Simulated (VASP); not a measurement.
# KBr (I4/mmm) in VASP: a series of runs, part 2 of 2

VASP 6.6.1. The steps go on from the part before.

## Step 3: Single point, PBEsol (strain +0.040 along x and y, +0.080 along z)

Contents of INCAR:

```
SYSTEM = KBr
PREC = Accurate ; ENCUT = 520
EDIFF = 1E-7 ; ISMEAR = 0
SIGMA = 0.05 ; LREAL = .False.
LASPH = .True. ; NELM = 80
ALGO = Normal ; ISIF = 2
LWAVE = .False. ; LCHARG = .False.
GGA = PS ; NBANDS = 15
```

Contents of KPOINTS:

```
regular mesh
0
Gamma
  6 6 6
  0 0 0
```

Contents of POSCAR:

```
KBr
1.0
    0.0000000000      3.4058737286      3.5368688720
    3.4058737286      0.0000000000      3.5368688720
    3.4058737286      3.4058737286      0.0000000000
K Br
1 1
Direct
    0.0000000000      0.0000000000      0.0000000000
    0.5000000000      0.5000000000      0.5000000000
```

Potentials or basis: VASP PAW PBE potentials, release 64 (K_sv, Br).

Run with:

```bash
cat potpaw_PBE.64/K_sv/POTCAR potpaw_PBE.64/Br/POTCAR > POTCAR
mpirun -np 1 vasp_std > vasp.out
```

OUTCAR:

```text
SYSTEM = KBr
   PREC = Accurate
   ENCUT = 520
   EDIFF = 1E-7
   ISMEAR = 0
   LREAL = .False.
   LASPH = .True.
   NELM = 80
   ISIF = 2
   GGA = PS

 ion  position               nearest neighbor table
   1  0.000  0.000  0.000-
   2  0.500  0.500  0.500-

  LATTYP: Found a body centered tetragonal cell.
 ALAT       =     4.8166328187
 C/A-ratio  =     1.4686063917

  Lattice vectors:

 A1 = (  -3.4058737286,   0.0000000000,   3.5368688720)
 A2 = (   3.4058737286,   0.0000000000,   3.5368688720)
 A3 = (   0.0000000000,   3.4058737286,  -3.5368688720)

Analysis of symmetry for initial positions (statically):
=====================================================================
 Subroutine PRICEL returns:
 Original cell was already a primitive cell.

 Routine SETGRP: Setting up the symmetry group for a
 body centered tetragonal supercell.

 Subroutine GETGRP returns: Found 16 space group operations
 (whereof 16 operations were pure point group operations)
 out of a pool of 16 trial point group operations.

The static configuration has the point symmetry D_4h.

Analysis of symmetry for dynamics (positions and initial velocities):
=====================================================================
 Subroutine PRICEL returns:
 Original cell was already a primitive cell.

 Routine SETGRP: Setting up the symmetry group for a
 body centered tetragonal supercell.

 Subroutine GETGRP returns: Found 16 space group operations
 (whereof 16 operations were pure point group operations)
 out of a pool of 16 trial point group operations.

The dynamic configuration has the point symmetry D_4h.

 Subroutine INISYM returns: Found 16 space group operations
 (whereof 16 operations are pure point group operations),
 and found     1 'primitive' translations

----------------------------------------------------------------------------------------

                                     Primitive cell

[... 119 lines left out ...]
   LEPSILON=     F    determine dielectric tensor
   LRPA    =     F    only Hartree local field effects (RPA)
 non-spin polarized calculation
 Gauss-broadening in eV      SIGMA  =   0.05
  energy-cutoff  :      520.00
  volume of cell :       82.06
 maximum number of plane-waves:      2248
 NGX is ok and might be reduce to    40
   NGX = 19   NGY = 19   NGZ = 17

 number of electron      16.0000000 magnetization

 Free energy of the ion-electron system (eV)
  ---------------------------------------------------
  ext. energy  EPLUGINS =         0.00000000
  ---------------------------------------------------
  free energy    TOTEN  =        -6.39095715 eV

  energy without entropy =       -6.39095715  energy(sigma->0) =       -6.39095715

 E-fermi :  -2.0588     XC(G=0):  -6.9996

 val. band max:       -2.2889297978   @ k =   0.0000   0.0000   0.0000
 cond. band min:       1.6978392231   @ k =   0.0000   0.0000   0.0000
 fundamental gap:      3.9867690208
 Fermi energy:        -2.0587926516

 k-point     1 :       0.0000    0.0000    0.0000
  band No.  band energies     occupation
      1     -30.2069      2.00000
      2     -14.4534      2.00000
      3     -13.7426      2.00000
      4     -13.7361      2.00000
      5     -13.7361      2.00000
      6      -2.2904      2.00000
      7      -2.2904      2.00000
      8      -2.2889      2.00000
      9       1.6978      0.00000
     10       5.0617      0.00000
     11       5.2767      0.00000
     12       5.2767      0.00000
     13       5.8820      0.00000
     14       6.0283      0.00000
[... 401 lines left out ...]
      2     -14.4498      2.00000
      3     -13.7708      2.00000
      4     -13.7581      2.00000
      5     -13.7031      2.00000
      6      -2.9666      2.00000
      7      -2.6486      2.00000
      8      -2.5401      2.00000
      9       3.9193      0.00000
     10       4.5502      0.00000
     11       6.0774      0.00000
     12       6.9431      0.00000
     13       6.9738      0.00000
     14       7.7314      0.00000
     15       8.1368      0.00000

 [... further k-points ...]

------------------------ aborting loop because EDIFF is reached ----------------------------------------

  FORCE on cell =-STRESS in cart. coord.  units (eV):
  Direction    XX          YY          ZZ          XY          YZ          ZX
  --------------------------------------------------------------------------------------
  -------------------------------------------------------------------------------------
  Total       -0.7380437     -0.7380437     -0.9353141      0.0000000      0.0000000      0.0000000
  in kB      -14.4107506    -14.4107506    -18.2625760      0.0000000      0.0000000      0.0000000
  external PRESSURE =     -15.6946924 kB  Pullay stress =       0.0000000 kB

 VOLUME and BASIS-vectors are now :
 -----------------------------------------------------------------------------
  energy-cutoff  :      520.00
  volume of cell :       82.06
      direct lattice vectors                 reciprocal lattice vectors
     0.000000000  3.405873729  3.536868872    -0.146805208  0.146805208  0.141367978
     3.405873729  0.000000000  3.536868872     0.146805208 -0.146805208  0.141367978
     3.405873729  3.405873729  0.000000000     0.146805208  0.146805208 -0.141367978

 POSITION                                       TOTAL-FORCE (eV/Angst)
 -----------------------------------------------------------------------------------
      0.00000      0.00000      0.00000         0.000000      0.000000      0.000000
      3.40587      3.40587      3.53687         0.000000      0.000000      0.000000
 -----------------------------------------------------------------------------------
    total drift:                                0.000000     -0.000000     -0.000000

  FREE ENERGIE OF THE ION-ELECTRON SYSTEM (eV)
  ---------------------------------------------------
  free  energy   TOTEN  =        -6.3909571536 eV

  energy  without entropy=       -6.3909571536  energy(sigma->0) =       -6.39095715
```

OSZICAR:

```text
N       E                     dE             d eps       ncg     rms          rms(c)
DAV:   1     0.974210248292E+02    0.97421E+02   -0.67109E+03   900   0.920E+02
DAV:   2     0.429096684265E+00   -0.96992E+02   -0.88613E+02  1152   0.218E+02
DAV:   3    -0.633318225023E+01   -0.67623E+01   -0.67228E+01  1229   0.502E+01
DAV:   4    -0.658934435275E+01   -0.25616E+00   -0.25611E+00  1440   0.906E+00
DAV:   5    -0.659122478488E+01   -0.18804E-02   -0.18804E-02  1229   0.856E-01    0.251E+00
DAV:   6    -0.639721662835E+01    0.19401E+00   -0.23753E-01  1117   0.228E+00    0.180E+00
DAV:   7    -0.638026743587E+01    0.16949E-01   -0.10213E-01  1208   0.166E+00    0.949E-01
DAV:   8    -0.638993599809E+01   -0.96686E-02   -0.14175E-02  1174   0.813E-01    0.154E-01
DAV:   9    -0.639049955427E+01   -0.56356E-03   -0.81308E-04  1187   0.169E-01    0.833E-02
DAV:  10    -0.639094756119E+01   -0.44801E-03   -0.51550E-04   956   0.129E-01    0.224E-02
DAV:  11    -0.639095289441E+01   -0.53332E-05   -0.25719E-05  1384   0.240E-02    0.677E-03
DAV:  12    -0.639095622382E+01   -0.33294E-05   -0.23711E-06  1005   0.108E-02    0.578E-03
DAV:  13    -0.639095709707E+01   -0.87325E-06   -0.19364E-06  1040   0.644E-03    0.175E-03
DAV:  14    -0.639095715356E+01   -0.56489E-07   -0.12772E-07  1074   0.236E-03
   1 F= -.63909572E+01 E0= -.63909572E+01  d E =-.208400E-12
```

stdout:

```text
POSCAR found type information on POSCAR K Br
 POSCAR found :  2 types and       2 ions
 scaLAPACK will be used
 -----------------------------------------------------------------------------
|                                                                             |
|                                                                             |
|     You enforced a specific xc type in the INCAR file but a different       |
|     I HOPE YOU KNOW WHAT YOU ARE DOING!                                     |
|                                                                             |
 -----------------------------------------------------------------------------

 LDA part: xc-table for (Slater+PW92), standard interpolation
 POSCAR, INCAR and KPOINTS ok, starting setup
 FFT: planning ... GRIDC
 FFT: planning ... GRID_SOFT
 FFT: planning ... GRID
 WAVECAR not read
 entering main loop
```

Run time: 18 s. Hardware: 1 thread of Intel Xeon 6975P-C (Granite Rapids), shared host; peak memory 0.24 GiB.

What came out:

```yaml
Free_energy: -6.3910 eV
Pressure: -1.6 GPa
Band_gap_on_the_k_mesh: 3.99 eV, direct
```

Stress tensor (GPa, compression positive):
```
-1.44  0.00  0.00
 0.00 -1.44  0.00
 0.00  0.00 -1.83
```

Caveat: the cell differs from its parent crystal (strain +0.040 along x and y, +0.080 along z); the PAW data sets were made with another functional, which shifts forces and pressure a little.
